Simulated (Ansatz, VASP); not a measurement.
**Two plane-wave programs on Y**

File INCAR:

```
SYSTEM = Y
ALGO = Normal ; EDIFF = 1E-6
ENCUT = 520 ; GGA = PE
ISIF = 2 ; ISMEAR = -1
LASPH = .TRUE. ; LCHARG = .TRUE.
LELF = .TRUE. ; LREAL = .FALSE.
LVHAR = .TRUE. ; LWAVE = .FALSE.
NBANDS = 18 ; NELM = 80
PREC = Accurate ; SIGMA = 0.1
```

The input KPOINTS:

```
k-points
0
G
  16 16 9
  0 0 0
```

The input POSCAR:

```
Y
1.0
    3.7484825657      0.0000000000      0.0000000000
   -1.8742412829      3.2462811276      0.0000000000
    0.0000000000      0.0000000000      5.8469491648
Y
2
Direct
    0.3333333333      0.6666666667      0.2500000000
    0.6666666667      0.3333333333      0.7500000000
```

Input for Ansatz:

```yaml
crystal:
  lattice:
    - [3.7484825657, 0.0, 0.0]
    - [-1.8742412829, 3.2462811276, 0.0]
    - [0.0, 0.0, 5.8469491648]
  atoms:
    - { symbol: "Y", position: [0.3333333333, 0.6666666667, 0.25] }
    - { symbol: "Y", position: [0.6666666667, 0.3333333333, 0.75] }
hamiltonian:
  xc: pbe
  pseudopotentials:
    kind: paw
    azcp:
      "Y": "pseudopotentials/Y.paw.azcp"
basis:
  ecutwfc: 420
  fft_grid_basis: typed
kpoints:
  mp_grid: { grid: [16, 16, 9], shift: [0, 0, 0] }
magnetization:
  spin_polarized: false
scf:
  occupations: { method: fermi_dirac, width: 0.1 }
output:
  stress: true
```

Alike in both runs: task single point; functional PBE; k mesh 16 × 16 × 9; occupations fermi-dirac, width 0.1 eV; no spin polarisation.

|  | VASP | Ansatz |
| --- | --- | --- |
| version | VASP 6.6.1 | Ansatz 0.2.0 |
| potentials or method | VASP PAW PBE potentials, release 64 (Y_sv), cutoff 520 eV | plane waves (420 eV) with PAW, scalar-relativistic |
| valence electrons in the cell | 22 | 22 |

```csv
,VASP,Ansatz,Ansatz less VASP
pressure (GPa),-2.8,-2.7,+0.08
```

With one functional, cell and mesh, what is left measures potentials, basis and numerics.
